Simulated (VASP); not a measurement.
# AlN (F-43m) in VASP: a series of runs, part 2 of 2

VASP 6.6.1. Earlier steps stand in the parts before.

### Step 3. Single point, r2SCAN (strain +1.0%)

POSCAR reads:

```
AlN
1.0
    0.0000000000      2.2067251766      2.2067251766
    2.2067251766      0.0000000000      2.2067251766
    2.2067251766      2.2067251766      0.0000000000
Al N
1 1
Direct
    0.0000000000      0.0000000000      0.0000000000
    0.2500000000      0.2500000000      0.2500000000
```

INCAR.step1 reads:

```
ALGO = Normal
EDIFF = 1E-4
ENCUT = 520
GGA = PE
ISMEAR = 0
LASPH = True
LCHARG = False
LREAL = False
LWAVE = True
NBANDS = 11
NELM = 80
PREC = Accurate
SIGMA = 0.01
```

INCAR.step2 reads:

```
ALGO = Normal
EDIFF = 1E-7
ENCUT = 520
ISIF = 2
ISMEAR = 0
ISTART = 1
LASPH = True
LCHARG = False
LMIXTAU = True
LREAL = False
LWAVE = False
METAGGA = R2SCAN
NBANDS = 11
NELM = 80
PREC = Accurate
SIGMA = 0.01
```

KPOINTS reads:

```
k-points
0
Gamma
  10 10 10
```

Potentials or basis: VASP PAW PBE potentials, release 64 (Al, N).

The run is started by

```sh
cat potpaw_PBE.64/Al/POTCAR potpaw_PBE.64/N/POTCAR > POTCAR
cp INCAR.step1 INCAR
mpirun -np 1 vasp_std > vasp.out
cp INCAR.step2 INCAR
mpirun -np 1 vasp_std > vasp.out
```

OUTCAR:

```text
EDIFF = 1E-7
   ENCUT = 520
   ISIF = 2
   ISMEAR = 0
   ISTART = 1
   LASPH = True
   LREAL = False
   METAGGA = R2SCAN
   NELM = 80
   PREC = Accurate

 ion  position               nearest neighbor table
   1  0.000  0.000  0.000-   2 1.91   2 1.91   2 1.91   2 1.91
   2  0.250  0.250  0.250-   1 1.91   1 1.91   1 1.91   1 1.91

  LATTYP: Found a face centered cubic cell.
 ALAT       =     4.4134503532

  Lattice vectors:

 A1 = (   0.0000000000,   2.2067251766,   2.2067251766)
 A2 = (   2.2067251766,   0.0000000000,   2.2067251766)
 A3 = (   2.2067251766,   2.2067251766,   0.0000000000)

Analysis of symmetry for initial positions (statically):
=====================================================================
 Subroutine PRICEL returns:
 Original cell was already a primitive cell.

 Routine SETGRP: Setting up the symmetry group for a
 face centered cubic supercell.

 Subroutine GETGRP returns: Found 24 space group operations
 (whereof 24 operations were pure point group operations)
 out of a pool of 48 trial point group operations.

The static configuration has the point symmetry T_d .

Analysis of symmetry for dynamics (positions and initial velocities):
=====================================================================
 Subroutine PRICEL returns:
 Original cell was already a primitive cell.

 Routine SETGRP: Setting up the symmetry group for a
 face centered cubic supercell.

 Subroutine GETGRP returns: Found 24 space group operations
 (whereof 24 operations were pure point group operations)
 out of a pool of 48 trial point group operations.

The dynamic configuration has the point symmetry T_d .

 Subroutine INISYM returns: Found 24 space group operations
 (whereof 24 operations are pure point group operations),
 and found     1 'primitive' translations

----------------------------------------------------------------------------------------

                                     Primitive cell

  volume of cell :      21.4919

  direct lattice vectors                    reciprocal lattice vectors
     0.000000000  2.206725177  2.206725177    -0.226580095  0.226580095  0.226580095
     2.206725177  0.000000000  2.206725177     0.226580095 -0.226580095  0.226580095
     2.206725177  2.206725177  0.000000000     0.226580095  0.226580095 -0.226580095

  length of vectors
     3.120780673  3.120780673  3.120780673     0.392448236  0.392448236  0.392448236

  position of ions in fractional coordinates (direct lattice)
     0.000000000  0.000000000  0.000000000
     0.250000000  0.250000000  0.250000000

  ion indices of the primitive-cell ions
   primitive index   ion index
                 1           1
                 2           2

----------------------------------------------------------------------------------------

 KPOINTS: k-points

Automatic generation of k-mesh.
 Grid dimensions read from file:
 generate k-points for:   10   10   10

 Generating k-lattice:

  Cartesian coordinates                     Fractional coordinates (reciprocal lattice)
    -0.022658009  0.022658009  0.022658009     0.100000000  0.000000000  0.000000000
     0.022658009 -0.022658009  0.022658009     0.000000000  0.100000000  0.000000000
     0.022658009  0.022658009 -0.022658009     0.000000000  0.000000000  0.100000000

  Length of vectors
     0.039244824  0.039244824  0.039244824

  Shift w.r.t. Gamma in fractional coordinates (k-lattice)
     0.000000000  0.000000000  0.000000000

 Subroutine IBZKPT returns following result:
 ===========================================

 Found     47 irreducible k-points:

 Following reciprocal coordinates:
            Coordinates               Weight
  0.000000  0.000000  0.000000      1.000000
  0.100000  0.000000  0.000000      8.000000
  0.200000  0.000000  0.000000      8.000000
  0.300000  0.000000  0.000000      8.000000
  0.400000  0.000000  0.000000      8.000000
  0.500000  0.000000  0.000000      4.000000
[... 16 lines left out ...]
  0.300000  0.300000  0.000000      6.000000
  0.400000  0.300000  0.000000     24.000000
 [... further k-points ...]
   k-points           NKPTS =     47   k-points in BZ     NKDIM =     47   number of bands    NBANDS=     11
   number of dos      NEDOS =    301   number of ions     NIONS =      2
   total plane-waves  NPLWV =  13824
   dimension x,y,z NGX =    24 NGY =   24 NGZ =   24
   dimension x,y,z NGXF=    48 NGYF=   48 NGZF=   48
   ions per type =               1   1
   NGX,Y,Z   is equivalent  to a cutoff of  12.78, 12.78, 12.78 a.u.
   NGXF,Y,Z  is equivalent  to a cutoff of  25.57, 25.57, 25.57 a.u.
 SYSTEM =  unknown system
   PREC   = accura    normal or accurate (medium, high low for compatibility)
   ISTART =      1    job   : 0-new  1-cont  2-samecut
   ICHARG =      0    charge: 1-file 2-atom 10-const
   ISPIN  =      1    spin polarized calculation?
   LNONCOLLINEAR =      F non collinear calculations
   LSORBIT =      F    spin-orbit coupling
   LASPH  =      T    aspherical Exc in radial PAW
   ENCUT  =  520.0 eV  38.22 Ry    6.18 a.u.   5.80  5.80  5.80*2*pi/ulx,y,z
   NELM   =     80;   NELMIN=  2; NELMDL=  0     # of ELM steps
   EDIFF  = 0.1E-06   stopping-criterion for ELM
   LREAL  =      F    real-space projection
   EDIFFG = 0.1E-05   stopping-criterion for IOM
   NSW    =      0    number of steps for IOM
   IBRION =     -1    ionic relax: 0-MD 1-quasi-New 2-CG
   NFREE  =      0    steps in history (QN), initial steepest desc. (CG)
   ISIF   =      2    stress and relaxation
   ISYM   =      2    0-nonsym 1-usesym 2-fastsym
   POTIM  = 0.5000    time-step for ionic-motion
   TEBEG  =    0.0;   TEEND  =   0.0 temperature during run
   PSTRESS=    0.0 pullay stress
   NELECT =       8.0000    total number of electrons
   NUPDOWN=      -1.0000    fix difference up-down
   EMIN   =  10.00;   EMAX   =-10.00  energy-range for DOS
   EFERMI =   0.00;   METHOD = LEGACY
   ISMEAR =     0;   SIGMA  =   0.01  broadening in eV -4-tet -1-fermi 0-gaus
   EFERMI_NEDOS =   21; number of points for ismear=-14 and -15
   IALGO  =     38    algorithm
   IMIX   =      4    mixing-type and parameters
     AMIX     =   0.40;   BMIX     =  1.00
     AMIX_MAG =   1.60;   BMIX_MAG =  1.00
  volume/ion in A,a.u.               =      10.75        72.52
  Fermi-wavevector in a.u.,A,eV,Ry     =   1.177642  2.225420 18.869109  1.386840
  Thomas-Fermi vector in A             =   2.313985
   LORBIT       =      0    0 simple, 1 ext, 2 COOP (PROOUT), +10 PAW based schemes
   METAGGA = R2SCAN    functional components
   LHFCALC =     F    Hartree Fock is set to
   AEXX    =    0.0000 exact exchange contribution
   IVDW    =     0    specifies the selected vdW correction
   LEPSILON=     F    determine dielectric tensor
   LRPA    =     F    only Hartree local field effects (RPA)
 non-spin polarized calculation
 Gauss-broadening in eV      SIGMA  =   0.01
  energy-cutoff  :      520.00
  volume of cell :       21.49
 maximum number of plane-waves:       589
   NGX = 11   NGY = 11   NGZ = 11

 number of electron       8.0000001 magnetization

 Free energy of the ion-electron system (eV)
  ---------------------------------------------------
  ext. energy  EPLUGINS =         0.00000000
  ---------------------------------------------------
  free energy    TOTEN  =       -19.16685544 eV

  energy without entropy =      -19.16685544  energy(sigma->0) =      -19.16685544

 E-fermi :   5.5099     XC(G=0): -11.2786

 val. band max:        5.4073762364   @ k =   0.0000   0.0000   0.0000
 cond. band min:       9.3169306064   @ k =   0.5000   0.5000   0.0000
 fundamental gap:      3.9095543701
 Fermi energy:         5.5099479079

 k-point     1 :       0.0000    0.0000    0.0000
  band No.  band energies     occupation
      1     -10.1562      2.00000
      2       5.4074      2.00000
      3       5.4074      2.00000
      4       5.4074      2.00000
      5      10.0120      0.00000
      6      18.6120      0.00000
      7      18.6120      0.00000
      8      18.6120      0.00000
      9      23.6854      0.00000
     10      23.6854      0.00000
     11      25.3295      0.00000
[... 309 lines left out ...]
 k-point    24 :       0.4000    0.3000    0.0000
  band No.  band energies     occupation
      1      -8.2521      2.00000
      2       1.2811      2.00000
      3       3.7208      2.00000
      4       4.0062      2.00000
      5      10.9018      0.00000
      6      15.6081      0.00000
      7      18.3198      0.00000
      8      20.7401      0.00000
      9      21.2845      0.00000
     10      27.4866      0.00000
     11      29.7180      0.00000

 [... further k-points ...]
[... 5 lines left out ...]
  --------------------------------------------------------------------------------------
  -------------------------------------------------------------------------------------
  Total       -0.8476744     -0.8476744     -0.8476744      0.0000000      0.0000000      0.0000000
  in kB      -63.1924090    -63.1924090    -63.1924090      0.0000000      0.0000000      0.0000000
  external PRESSURE =     -63.1924090 kB  Pullay stress =       0.0000000 kB

 VOLUME and BASIS-vectors are now :
 -----------------------------------------------------------------------------
  energy-cutoff  :      520.00
  volume of cell :       21.49
      direct lattice vectors                 reciprocal lattice vectors
     0.000000000  2.206725177  2.206725177    -0.226580095  0.226580095  0.226580095
     2.206725177  0.000000000  2.206725177     0.226580095 -0.226580095  0.226580095
     2.206725177  2.206725177  0.000000000     0.226580095  0.226580095 -0.226580095

 POSITION                                       TOTAL-FORCE (eV/Angst)
 -----------------------------------------------------------------------------------
      0.00000      0.00000      0.00000        -0.000000     -0.000000     -0.000000
      1.10336      1.10336      1.10336         0.000000      0.000000      0.000000
 -----------------------------------------------------------------------------------
    total drift:                                0.000001      0.000001      0.000001

  FREE ENERGIE OF THE ION-ELECTRON SYSTEM (eV)
  ---------------------------------------------------
  free  energy   TOTEN  =       -19.1668554430 eV

  energy  without entropy=      -19.1668554430  energy(sigma->0) =      -19.16685544
```

Wall time 32 s (1 thread of Intel Xeon Platinum 8259CL at 2.50GHz (Skylake/Cascade Lake), shared host); peak memory 0.14 GiB.

What came out:

```yaml
Free_energy: -19.1669 eV
Pressure: -6.3 GPa
Band_gap_on_the_k_mesh: 3.91 eV, indirect (least direct gap 4.60 eV)
```

Levels at points of the mesh, in eV from the valence-band top:
| k point | band 2 | band 3 | band 4 | band 5 | band 6 | band 7 |
| --- | --- | --- | --- | --- | --- | --- |
| (0.00, 0.00, 0.00) | 0.00 | 0.00 | 0.00 | 4.60 | 13.20 | 13.20 |
| (0.50, 0.00, 0.00) | -5.77 | -0.48 | -0.48 | 7.92 | 10.60 | 11.74 |
| (0.50, 0.50, 0.00) | -4.85 | -1.77 | -1.77 | 3.91 | 9.28 | 14.76 |

Caveat: the cell differs from its parent crystal (strain +1.0%); the PAW data sets were made with another functional, which shifts forces and pressure a little. A k mesh can miss the band edges.

### Step 4. Single point, r2SCAN (strain +2.0%)

POSCAR reads:

```
AlN
1.0
    0.0000000000      2.2285739407      2.2285739407
    2.2285739407      0.0000000000      2.2285739407
    2.2285739407      2.2285739407      0.0000000000
Al N
1 1
Direct
    0.0000000000      0.0000000000      0.0000000000
    0.2500000000      0.2500000000      0.2500000000
```

INCAR.step1 reads:

```
ALGO     = Normal         # electronic algorithm
EDIFF    = 1E-4           # SCF threshold, eV
ENCUT    = 520            # plane-wave cutoff, eV
GGA      = PE             # functional
ISMEAR   = 0              # smearing method
LASPH    = T              # aspherical terms in the spheres
LCHARG   = F              # write CHGCAR
LREAL    = F              # projectors in reciprocal space
LWAVE    = T              # write WAVECAR
NBANDS   = 11             # bands
NELM     = 60             # most SCF steps
PREC     = Accurate       # precision mode
SIGMA    = 0.01           # smearing width, eV
```

INCAR.step2 reads:

```
ALGO     = Normal         # electronic algorithm
EDIFF    = 1E-6           # SCF threshold, eV
ENCUT    = 520            # plane-wave cutoff, eV
ISIF     = 2              # what is computed and relaxed
ISMEAR   = 0              # smearing method
ISTART   = 1            
LASPH    = T              # aspherical terms in the spheres
LCHARG   = F              # write CHGCAR
LMIXTAU  = T            
LREAL    = F              # projectors in reciprocal space
LWAVE    = F              # write WAVECAR
METAGGA  = R2SCAN         # meta-GGA
NBANDS   = 11             # bands
NELM     = 60             # most SCF steps
PREC     = Accurate       # precision mode
SIGMA    = 0.01           # smearing width, eV
```

KPOINTS is that of step 3.

Potentials or basis: VASP PAW PBE potentials, release 64 (Al, N).

The run is started by

```sh
cat potpaw_PBE.64/Al/POTCAR potpaw_PBE.64/N/POTCAR > POTCAR
cp INCAR.step1 INCAR
mpirun -np 1 vasp_std > vasp.out
cp INCAR.step2 INCAR
mpirun -np 1 vasp_std > vasp.out
```

OUTCAR:

```text
EDIFF = 1E-6
   ENCUT = 520
   ISIF = 2
   ISMEAR = 0
   ISTART = 1
   LASPH = T
   LREAL = F
   METAGGA = R2SCAN
   NELM = 60
   PREC = Accurate

 ion  position               nearest neighbor table
   1  0.000  0.000  0.000-   2 1.93   2 1.93   2 1.93   2 1.93
   2  0.250  0.250  0.250-   1 1.93   1 1.93   1 1.93   1 1.93

  LATTYP: Found a face centered cubic cell.
 ALAT       =     4.4571478814

  Lattice vectors:

 A1 = (   0.0000000000,   2.2285739407,   2.2285739407)
 A2 = (   2.2285739407,   0.0000000000,   2.2285739407)
 A3 = (   2.2285739407,   2.2285739407,   0.0000000000)

Analysis of symmetry for initial positions (statically):
=====================================================================
 Subroutine PRICEL returns:
 Original cell was already a primitive cell.

 Routine SETGRP: Setting up the symmetry group for a
 face centered cubic supercell.

 Subroutine GETGRP returns: Found 24 space group operations
 (whereof 24 operations were pure point group operations)
 out of a pool of 48 trial point group operations.

The static configuration has the point symmetry T_d .

Analysis of symmetry for dynamics (positions and initial velocities):
[... 165 lines left out ...]

 k-point     1 :       0.0000    0.0000    0.0000
  band No.  band energies     occupation
      1     -10.2561      2.00000
      2       5.1422      2.00000
      3       5.1422      2.00000
      4       5.1422      2.00000
      5       9.4788      0.00000
      6      18.0514      0.00000
      7      18.0514      0.00000
      8      18.0514      0.00000
      9      23.1793      0.00000
     10      23.1793      0.00000
     11      24.7608      0.00000
[... 309 lines left out ...]
 k-point    24 :       0.4000    0.3000    0.0000
  band No.  band energies     occupation
      1      -8.4293      2.00000
      2       1.0771      2.00000
      3       3.4873      2.00000
      4       3.7661      2.00000
      5      10.5607      0.00000
      6      15.1297      0.00000
      7      17.7032      0.00000
      8      20.1441      0.00000
      9      20.6643      0.00000
     10      26.8759      0.00000
     11      28.9229      0.00000

 [... further k-points ...]
[... 5 lines left out ...]
  --------------------------------------------------------------------------------------
  -------------------------------------------------------------------------------------
  Total       -1.5898620     -1.5898620     -1.5898620      0.0000000     -0.0000000      0.0000000
  in kB     -115.0691407   -115.0691407   -115.0691407      0.0000000     -0.0000000      0.0000000
  external PRESSURE =    -115.0691407 kB  Pullay stress =       0.0000000 kB

 VOLUME and BASIS-vectors are now :
 -----------------------------------------------------------------------------
  energy-cutoff  :      520.00
  volume of cell :       22.14
      direct lattice vectors                 reciprocal lattice vectors
     0.000000000  2.228573941  2.228573941    -0.224358721  0.224358721  0.224358721
     2.228573941  0.000000000  2.228573941     0.224358721 -0.224358721  0.224358721
     2.228573941  2.228573941  0.000000000     0.224358721  0.224358721 -0.224358721

 POSITION                                       TOTAL-FORCE (eV/Angst)
 -----------------------------------------------------------------------------------
      0.00000      0.00000      0.00000        -0.000000     -0.000000     -0.000000
      1.11429      1.11429      1.11429         0.000000      0.000000      0.000000
 -----------------------------------------------------------------------------------
    total drift:                                0.000003      0.000003      0.000003

  FREE ENERGIE OF THE ION-ELECTRON SYSTEM (eV)
  ---------------------------------------------------
  free  energy   TOTEN  =       -19.1312296021 eV

  energy  without entropy=      -19.1312296021  energy(sigma->0) =      -19.13122960
```

OUTCAR.step1:

```text
EDIFF = 1E-4
   ENCUT = 520
   GGA = PE
   ISMEAR = 0
   LASPH = T
[... 556 lines left out ...]
 -----------------------------------------------------------------------------------
      0.00000      0.00000      0.00000         0.000000      0.000000      0.000000
      1.11429      1.11429      1.11429        -0.000000     -0.000000     -0.000000
 -----------------------------------------------------------------------------------
    total drift:                                0.000000      0.000000      0.000000

  FREE ENERGIE OF THE ION-ELECTRON SYSTEM (eV)
  ---------------------------------------------------
  free  energy   TOTEN  =       -14.8297314883 eV

  energy  without entropy=      -14.8297314883  energy(sigma->0) =      -14.82973149
```

Wall time 18 s (1 thread of Intel Xeon Platinum 8559C (Emerald Rapids), shared host); peak memory 0.14 GiB.

Results:

```yaml
Free_energy: -19.1312 eV
Pressure: -11.5 GPa
Band_gap_on_the_k_mesh: 3.88 eV, indirect (least direct gap 4.34 eV)
```

Caveat: the cell differs from its parent crystal (strain +2.0%); the PAW data sets were made with another functional, which shifts forces and pressure a little. A k mesh can miss the band edges.

### Step 5. Single point, r2SCAN (strain +3.0%)

POSCAR reads:

```
AlN
1.0
    0.0000000000      2.2504227048      2.2504227048
    2.2504227048      0.0000000000      2.2504227048
    2.2504227048      2.2504227048      0.0000000000
Al N
1 1
Direct
    0.0000000000      0.0000000000      0.0000000000
    0.2500000000      0.2500000000      0.2500000000
```

INCAR.step1 reads:

```
SYSTEM = AlN
ALGO = Normal ; EDIFF = 1E-4
ENCUT = 520 ; GGA = PE
ISMEAR = 0 ; LASPH = .True.
LCHARG = .False. ; LREAL = .False.
LWAVE = .True. ; NBANDS = 11
NELM = 100 ; PREC = Accurate
SIGMA = 0.01
```

INCAR.step2 reads:

```
SYSTEM = AlN
ALGO = Normal ; EDIFF = 1E-6
ENCUT = 520 ; ISIF = 2
ISMEAR = 0 ; ISTART = 1
LASPH = .True. ; LCHARG = .False.
LMIXTAU = .True. ; LREAL = .False.
LWAVE = .False. ; METAGGA = R2SCAN
NBANDS = 11 ; NELM = 100
PREC = Accurate ; SIGMA = 0.01
```

KPOINTS reads:

```
k-points
0
Gamma
  10 10 10
  0 0 0
```

The run is started by

```sh
cat potpaw_PBE.64/Al/POTCAR potpaw_PBE.64/N/POTCAR > POTCAR
cp INCAR.step1 INCAR
mpirun -np 1 vasp_std > vasp.out
cp INCAR.step2 INCAR
mpirun -np 1 vasp_std > vasp.out
```

Wall time 18 s (1 thread of Intel Xeon Platinum 8559C (Emerald Rapids), shared host); peak memory 0.14 GiB.

It converged, with:

```
Free energy            : -19.0747 eV
Pressure               : -16.1 GPa
Band gap on the k mesh : 3.86 eV, indirect (least direct gap 4.08 eV)
```

Levels at points of the mesh, in eV from the valence-band top:
```tsv
k point	band 1	band 2	band 3	band 4	band 5	band 6	band 7	band 8
(0.00, 0.00, 0.00)	-15.24	0.00	0.00	0.00	4.08	12.62	12.62	12.62
(0.50, 0.00, 0.00)	-13.48	-5.53	-0.48	-0.48	7.37	10.17	11.37	11.37
(0.50, 0.50, 0.00)	-12.93	-4.68	-1.71	-1.71	3.86	8.90	13.97	15.81
```

Caveat: the cell differs from its parent crystal (strain +3.0%); the PAW data sets were made with another functional, which shifts forces and pressure a little. A k mesh can miss the band edges.

### Step 6. Summary

```csv
cell,gap on the mesh (eV),pressure (GPa)
"a = 3.090 Å, angles 60.0°, 2 atoms",3.93,-0.4
"a = 3.121 Å, angles 60.0°, 2 atoms",3.91,-6.3
"a = 3.152 Å, angles 60.0°, 2 atoms",3.88,-11.5
"a = 3.183 Å, angles 60.0°, 2 atoms",3.86,-16.1
```

Alike in all rows: task single point; level r2SCAN; potentials or basis VASP PAW PBE potentials, release 64 (Al, N); no spin polarisation; k mesh 10 × 10 × 10; cutoff (eV) 520; smearing gaussian 0.01 eV.

Caveats: the PAW data sets were made with another functional, which shifts forces and pressure a little.

Absolute energies hang on the potentials; compare differences alone.
